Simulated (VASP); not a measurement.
# Sb in VASP: notebook

Runs on Sb. Level: LDA. Tasks: single point, relaxation of the atoms.

All numbers are computed with VASP 6.6.1; they aren't measurements. Logs are shortened: lines on timing, memory, paths and dates and some standing lists are left out, and cuts for length are marked.

## Step 1: The cell of the first run

The cell holds a slab with vacuum, 3 atoms: a = 3.299 Å, b = 3.299 Å, c = 21.455 Å, α = 90.00°, β = 90.00°, γ = 120.00°.

## Step 2: Single point, LDA

Contents of INCAR:

```
  ALGO = Normal
  DIPOL = 0.5 0.5 0.500
  EDIFF = 1E-6
  ENCUT = 520
  GGA = CA
  IDIPOL = 3
  ISIF = 2
  ISMEAR = -1
  LASPH = True
  LCHARG = True
  LDIPOL = True
  LELF = True
  LREAL = False
  LVACPOTAV = True
  LVHAR = True
  LWAVE = False
  NBANDS = 14
  NELM = 80
  PREC = Accurate
  SIGMA = 0.08
```

Contents of KPOINTS:

```
k-points
0
Gamma
  14 14 1
```

Contents of POSCAR:

```
Sb
1.0
    3.2985250201      0.0000000000      0.0000000000
   -1.6492625100      2.8566064624      0.0000000000
    0.0000000000      0.0000000000     21.4548000000
Sb
3
Direct
    0.0000000000      0.0000000000      0.3773906233
    0.3333333333      0.6666666667      0.4999999997
    0.0000000000      0.0000000000      0.6226093770
```

Potentials or basis: VASP PAW LDA potentials, release 64 (Sb).

The run is started by

```sh
$ cat potpaw_LDA.64/Sb/POTCAR > POTCAR
$ mpirun -np 1 vasp_std > vasp.out
```

OUTCAR:

```text
EDIFF = 1E-6
   ENCUT = 520
   GGA = CA
   ISIF = 2
   ISMEAR = -1
   LASPH = True
   LREAL = False
   NELM = 80
   PREC = Accurate

 ion  position               nearest neighbor table
   1  0.000  0.000  0.377-   2 3.25   2 3.25   2 3.25
   2  0.333  0.667  0.500-   1 3.25   1 3.25   1 3.25   3 3.25   3 3.25   3 3.25
   3  0.000  0.000  0.623-   2 3.25   2 3.25   2 3.25

  LATTYP: Found a hexagonal cell.
 ALAT       =     3.2985250201
 C/A-ratio  =     6.5043617584

  Lattice vectors:

 A1 = (   3.2985250201,   0.0000000000,   0.0000000000)
 A2 = (  -1.6492625100,   2.8566064624,   0.0000000000)
 A3 = (   0.0000000000,   0.0000000000,  21.4548000000)

Analysis of symmetry for initial positions (statically):
=====================================================================
 Subroutine PRICEL returns:
 Original cell was already a primitive cell.

 Routine SETGRP: Setting up the symmetry group for a
 hexagonal supercell.

 Subroutine GETGRP returns: Found 12 space group operations
 (whereof 12 operations were pure point group operations)
 out of a pool of 24 trial point group operations.

The static configuration has the point symmetry D_3h.

Analysis of symmetry for dynamics (positions and initial velocities):
=====================================================================
 Subroutine PRICEL returns:
 Original cell was already a primitive cell.

 Routine SETGRP: Setting up the symmetry group for a
 hexagonal supercell.

 Subroutine GETGRP returns: Found 12 space group operations
 (whereof 12 operations were pure point group operations)
 out of a pool of 24 trial point group operations.

The dynamic configuration has the point symmetry D_3h.

 Subroutine INISYM returns: Found 12 space group operations
 (whereof 12 operations are pure point group operations),
 and found     1 'primitive' translations

----------------------------------------------------------------------------------------

                                     Primitive cell

  volume of cell :     202.1597

  direct lattice vectors                    reciprocal lattice vectors
     3.298525020  0.000000000  0.000000000     0.303165807  0.175032860  0.000000000
    -1.649262510  2.856606462  0.000000000     0.000000000  0.350065721  0.000000000
     0.000000000  0.000000000 21.454800000     0.000000000  0.000000000  0.046609616

  length of vectors
     3.298525020  3.298525020 21.454800000     0.350065721  0.350065721  0.046609616

  position of ions in fractional coordinates (direct lattice)
     0.000000000  0.000000000  0.377390623
     0.333333333  0.666666667  0.500000000
     0.000000000  0.000000000  0.622609377

  ion indices of the primitive-cell ions
   primitive index   ion index
                 1           1
                 2           2
                 3           3

----------------------------------------------------------------------------------------

 KPOINTS: k-points

Automatic generation of k-mesh.
 Grid dimensions read from file:
 generate k-points for:   14   14    1

 Generating k-lattice:

  Cartesian coordinates                     Fractional coordinates (reciprocal lattice)
     0.021654701  0.012502347  0.000000000     0.071428571  0.000000000  0.000000000
     0.000000000  0.025004694  0.000000000     0.000000000  0.071428571  0.000000000
     0.000000000  0.000000000  0.046609616     0.000000000  0.000000000  1.000000000

  Length of vectors
     0.025004694  0.025004694  0.046609616

  Shift w.r.t. Gamma in fractional coordinates (k-lattice)
     0.000000000  0.000000000  0.000000000

 Subroutine IBZKPT returns following result:
 ===========================================

 Found     24 irreducible k-points:

 Following reciprocal coordinates:
            Coordinates               Weight
  0.000000  0.000000  0.000000      1.000000
  0.071429  0.000000  0.000000      6.000000
  0.142857  0.000000  0.000000      6.000000
  0.214286  0.000000  0.000000      6.000000
  0.285714  0.000000  0.000000      6.000000
  0.357143  0.000000  0.000000      6.000000
[... 16 lines left out ...]
  0.285714  0.285714  0.000000      6.000000
  0.357143  0.285714  0.000000      6.000000
   k-points           NKPTS =     24   k-points in BZ     NKDIM =     24   number of bands    NBANDS=     14
   number of dos      NEDOS =    301   number of ions     NIONS =      3
   total plane-waves  NPLWV = 125440
   dimension x,y,z NGX =    28 NGY =   28 NGZ =  160
   dimension x,y,z NGXF=    56 NGYF=   56 NGZF=  320
   ions per type =               3
   NGX,Y,Z   is equivalent  to a cutoff of  14.11, 14.11, 12.40 a.u.
   NGXF,Y,Z  is equivalent  to a cutoff of  28.22, 28.22, 24.80 a.u.
 SYSTEM =  unknown system
   PREC   = accura    normal or accurate (medium, high low for compatibility)
   ISTART =      0    job   : 0-new  1-cont  2-samecut
   ICHARG =      2    charge: 1-file 2-atom 10-const
   ISPIN  =      1    spin polarized calculation?
   LNONCOLLINEAR =      F non collinear calculations
   LSORBIT =      F    spin-orbit coupling
   LASPH  =      T    aspherical Exc in radial PAW
   ENCUT  =  520.0 eV  38.22 Ry    6.18 a.u.   6.13  6.13 39.89*2*pi/ulx,y,z
   NELM   =     80;   NELMIN=  2; NELMDL= -5     # of ELM steps
   EDIFF  = 0.1E-05   stopping-criterion for ELM
   LREAL  =      F    real-space projection
   EDIFFG = 0.1E-04   stopping-criterion for IOM
   NSW    =      0    number of steps for IOM
   IBRION =     -1    ionic relax: 0-MD 1-quasi-New 2-CG
   NFREE  =      0    steps in history (QN), initial steepest desc. (CG)
   ISIF   =      2    stress and relaxation
   ISYM   =      2    0-nonsym 1-usesym 2-fastsym
   POTIM  = 0.5000    time-step for ionic-motion
   TEBEG  =    0.0;   TEEND  =   0.0 temperature during run
   PSTRESS=    0.0 pullay stress
   NELECT =      15.0000    total number of electrons
   NUPDOWN=      -1.0000    fix difference up-down
   EMIN   =  10.00;   EMAX   =-10.00  energy-range for DOS
   EFERMI =   0.00;   METHOD = LEGACY
   ISMEAR =    -1;   SIGMA  =   0.08  broadening in eV -4-tet -1-fermi 0-gaus
   EFERMI_NEDOS =   21; number of points for ismear=-14 and -15
   IALGO  =     38    algorithm
   IMIX   =      4    mixing-type and parameters
     AMIX     =   0.40;   BMIX     =  1.00
     AMIX_MAG =   1.60;   BMIX_MAG =  1.00
  volume/ion in A,a.u.               =      67.39       454.75
  Fermi-wavevector in a.u.,A,eV,Ry     =   0.687924  1.299988  6.438810  0.473239
  Thomas-Fermi vector in A             =   1.768577
   LORBIT       =      0    0 simple, 1 ext, 2 COOP (PROOUT), +10 PAW based schemes
   GGA     = CA    functional components
   LHFCALC =     F    Hartree Fock is set to
   AEXX    =    0.0000 exact exchange contribution
   IVDW    =     0    specifies the selected vdW correction
   LEPSILON=     F    determine dielectric tensor
   LRPA    =     F    only Hartree local field effects (RPA)
 non-spin polarized calculation
  energy-cutoff  :      520.00
  volume of cell :      202.16
 maximum number of plane-waves:      5478
 NGX is ok and might be reduce to    28
   NGX = 13   NGY = 13   NGZ = 79

 dipolmoment           0.000000      0.000000      0.000000 electrons x Angstroem

 number of electron      15.0000000 magnetization

 dipolmoment           0.000000      0.000000     -0.000000 electrons x Angstroem

 Free energy of the ion-electron system (eV)
  ---------------------------------------------------
  ext. energy  EPLUGINS =         0.00000000
  ---------------------------------------------------
  free energy    TOTEN  =       -13.26024014 eV

  energy without entropy =      -13.20874688  energy(sigma->0) =      -13.23449351

 E-fermi :   0.5867     XC(G=0):  -4.7425

 val. band max:        0.5512719192   @ k =   0.3571   0.1429   0.0000
 cond. band min:       0.6315032563   @ k =   0.1429   0.1429   0.0000
 fundamental gap:      0.0802313371
 Fermi energy:         0.5867498773

 k-point     1 :       0.0000    0.0000    0.0000
  band No.  band energies     occupation
      1     -12.5291      2.00000
      2     -11.0952      2.00000
      3      -9.3661      2.00000
      4      -4.1941      2.00000
      5      -1.0249      2.00000
      6       2.4855      0.00000
      7       4.6020      0.00000
      8       4.6070      0.00000
      9       4.6070      0.00000
     10       5.3036      0.00000
     11       5.6097      0.00000
     12       5.6097      0.00000
     13       5.7255      0.00000
     14       6.1100      0.00000

 k-point     2 :       0.0714    0.0000    0.0000
  band No.  band energies     occupation
      1     -12.4345      2.00000
      2     -11.0022      2.00000
      3      -9.2786      2.00000
      4      -4.0997      2.00000
      5      -0.9470      2.00000
      6       2.5402      0.00000
      7       3.6444      0.00000
      8       4.2474      0.00000
      9       4.6961      0.00000
     10       4.7612      0.00000
     11       5.3559      0.00000
     12       5.4010      0.00000
     13       5.5354      0.00000
     14       5.8186      0.00000

 k-point     3 :       0.1429    0.0000    0.0000
  band No.  band energies     occupation
      1     -12.1513      2.00000
      2     -10.7243      2.00000
      3      -9.0188      2.00000
      4      -3.8196      2.00000
      5      -0.7348      2.00000
      6       1.8387      0.00000
      7       2.5090      0.00000
      8       3.2753      0.00000
      9       3.5301      0.00000
     10       4.1543      0.00000
     11       4.7689      0.00000
     12       4.9687      0.00000
     13       5.6035      0.00000
     14       5.8708      0.00000
[... 324 lines left out ...]
 k-point    23 :       0.2857    0.2857    0.0000
  band No.  band energies     occupation
      1      -8.3846      2.00000
      2      -7.3176      2.00000
      3      -6.9447      2.00000
      4      -3.5274      2.00000
      5      -3.3604      2.00000
      6      -3.1782      2.00000
      7      -1.8070      2.00000
      8      -1.4094      2.00000
      9      -0.3008      1.99997
     10       0.1030      1.99528
     11       2.2408      0.00000
     12       2.6803      0.00000
     13       5.5561      0.00000
     14       7.0258      0.00000

 k-point    24 :       0.3571    0.2857    0.0000
  band No.  band energies     occupation
      1      -7.8296      2.00000
      2      -7.1999      2.00000
      3      -7.0254      2.00000
      4      -3.8037      2.00000
      5      -3.5075      2.00000
      6      -2.8678      2.00000
      7      -2.1939      2.00000
      8      -1.8968      2.00000
      9      -0.6868      2.00000
     10       0.5218      1.38524
     11       1.8677      0.00000
     12       2.8927      0.00000
     13       5.2917      0.00000
     14       7.0096      0.00000

------------------------ aborting loop because EDIFF is reached ----------------------------------------

  FORCE on cell =-STRESS in cart. coord.  units (eV):
  Direction    XX          YY          ZZ          XY          YZ          ZX
  --------------------------------------------------------------------------------------
  -------------------------------------------------------------------------------------
  Total       -1.0007543     -1.0007543      0.0752869     -0.0000000      0.0000000     -0.0000000
  in kB       -7.9312815     -7.9312815      0.5966715     -0.0000000      0.0000000     -0.0000000
  external PRESSURE =      -5.0886305 kB  Pullay stress =       0.0000000 kB

 VOLUME and BASIS-vectors are now :
 -----------------------------------------------------------------------------
  energy-cutoff  :      520.00
  volume of cell :      202.16
      direct lattice vectors                 reciprocal lattice vectors
     3.298525020  0.000000000  0.000000000     0.303165807  0.175032860  0.000000000
    -1.649262510  2.856606462  0.000000000     0.000000000  0.350065721  0.000000000
     0.000000000  0.000000000 21.454800000     0.000000000  0.000000000  0.046609616

 POSITION                                       TOTAL-FORCE (eV/Angst)
 -----------------------------------------------------------------------------------
      0.00000      0.00000      8.09684         0.000000      0.000000     -0.015076
     -0.00000      1.90440     10.72740        -0.000000     -0.000000      0.000000
      0.00000      0.00000     13.35796         0.000000      0.000000      0.015076
 -----------------------------------------------------------------------------------
    total drift:                                0.000000     -0.000000      0.000000

  FREE ENERGIE OF THE ION-ELECTRON SYSTEM (eV)
  ---------------------------------------------------
  free  energy   TOTEN  =       -13.2602401402 eV

  energy  without entropy=      -13.2087468766  energy(sigma->0) =      -13.23449351

 vacuum level on the upper side and lower side of the slab         5.182         5.182
```

Run time: 2.5 min. Hardware: 1 thread of Intel Xeon 8259CL, shared host; peak memory 0.28 GiB.

Results:

```yaml
Free_energy: -13.2602 eV
Largest_force: 0.015 eV/Å
Band_gap_on_the_k_mesh: zero (an odd number of electrons rules out a gap without spin polarisation)
```

Forces on the atoms (eV/Å):
```
Sb   0.000  0.000 -0.015
Sb   0.000  0.000  0.000
Sb   0.000  0.000  0.015
```

Caveat: spin-orbit coupling is left out, which moves the levels of the heavy elements.

[end of part 1 of 3]
